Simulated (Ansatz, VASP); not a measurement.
**HfO2: VASP beside Ansatz**

File INCAR:

```
SYSTEM = HfO2
  PREC = Accurate
  ENCUT = 520
  EDIFF = 1E-6
  ISMEAR = -1
  SIGMA = 0.05
  LREAL = .FALSE.
  LASPH = .TRUE.
  NELM = 80
  ALGO = Normal
  ISIF = 2
  LWAVE = .FALSE.
  LCHARG = .FALSE.
  GGA = B5
  ALDAX = 1.0
  AGGAX = 1.0
  AGGAC = 1.0
  ALDAC = 0.0
  NBANDS = 56
```

File KPOINTS:

```
Automatic mesh
0
G
  4 4 4
  0 0 0
```

POSCAR

```
HfO2
1.0
    5.1180000000      0.0000000000      0.0000000000
    0.0000000000      5.1857000000      0.0000000000
   -0.8586630598      0.0000000000      5.2138671406
Hf O
4 8
Direct
    0.2755000000      0.4603000000      0.7080000000
    0.7245000000      0.9603000000      0.7920000000
    0.7245000000      0.5397000000      0.2920000000
    0.2755000000      0.0397000000      0.2080000000
    0.0742000000      0.1684000000      0.8467000000
    0.9258000000      0.6684000000      0.6533000000
    0.9258000000      0.8316000000      0.1533000000
    0.0742000000      0.3316000000      0.3467000000
    0.4487000000      0.7419000000      0.9801000000
    0.5513000000      0.2419000000      0.5199000000
    0.5513000000      0.2581000000      0.0199000000
    0.4487000000      0.7581000000      0.4801000000
```

input.yaml

```yaml
crystal:
  lattice:
    - [5.118, 0.0, 0.0]
    - [0.0, 5.1857, 0.0]
    - [-0.8586630598, 0.0, 5.2138671406]
  atoms:
    - { symbol: Hf, position: [0.2755, 0.4603, 0.708] }
    - { symbol: Hf, position: [0.7245, 0.9603, 0.792] }
    - { symbol: Hf, position: [0.7245, 0.5397, 0.292] }
    - { symbol: Hf, position: [0.2755, 0.0397, 0.208] }
    - { symbol: O, position: [0.0742, 0.1684, 0.8467] }
    - { symbol: O, position: [0.9258, 0.6684, 0.6533] }
    - { symbol: O, position: [0.9258, 0.8316, 0.1533] }
    - { symbol: O, position: [0.0742, 0.3316, 0.3467] }
    - { symbol: O, position: [0.4487, 0.7419, 0.9801] }
    - { symbol: O, position: [0.5513, 0.2419, 0.5199] }
    - { symbol: O, position: [0.5513, 0.2581, 0.0199] }
    - { symbol: O, position: [0.4487, 0.7581, 0.4801] }
hamiltonian:
  xc: blyp
  pseudopotentials: { kind: paw }
kpoints:
  mp_grid: { grid: [4, 4, 4] }
  band_path:
    path:
      - [[0.0, 0.0, 0.0], [0.0, 0.0, 0.5], [-0.4327310173, 0.0, 0.5726006525], [-0.5, 0.0, 0.5], [-0.5, 0.5, 0.5], [-0.5672689827, 0.5, 0.4273993475], [-0.5, 0.5, 0.0], [-0.5, 0.0, 0.0], [-0.5672689827, 0.0, 0.4273993475]]
      - [[-0.4327310173, 0.5, 0.5726006525], [0.0, 0.5, 0.5], [0.0, 0.5, 0.0]]
      - [[0.0, 0.0, 0.5], [0.0, 0.5, 0.5]]
    npoints: 10
scf:
  occupations: { method: fermi_dirac, width: 0.05 }
  n_extra_bands: 30
output:
  forces: true
  stress: true
  eigenvalues: true
  fatbands: true
```

Alike in both runs: functional BLYP; k mesh 4 × 4 × 4; occupations fermi-dirac, width 0.05 eV; no spin polarisation.

```csv
,VASP,Ansatz
version,VASP 6.6.1,Ansatz 0.2.0
potentials or method,"VASP PAW PBE potentials, release 64 (Hf_pv, O)",Ansatz PAW
plane-wave cutoff (eV),520,420
valence electrons in the cell,88,152
task,single point,band structure
```

|  | VASP | Ansatz | Ansatz less VASP |
| --- | --- | --- | --- |
| gap on the k mesh at the Fermi level (eV) | 4.16 | 4.19 | +0.036 |
| least direct gap on the mesh (eV) | 4.24 | 4.28 | +0.040 |
| pressure (GPa) | 9.6 | 12.0 | +2.47 |
| traceless stress, the component that is largest in VASP (GPa) | -0.87 | -0.85 | +0.023 |
| rms of the force components (eV/Å) | 0.190 | 0.206 | +0.0162 |

VASP's potentials were made for PBE, not for BLYP. Atom by atom the forces differ by 0.026 eV/Å (rms over components). The functional is the same, so the differences come from potentials, cutoffs and numerics. VASP's potentials hold 88 valence electrons a cell and Ansatz's 152, so a difference there can come from the potentials and not from the codes.

Spin-orbit coupling is off throughout.
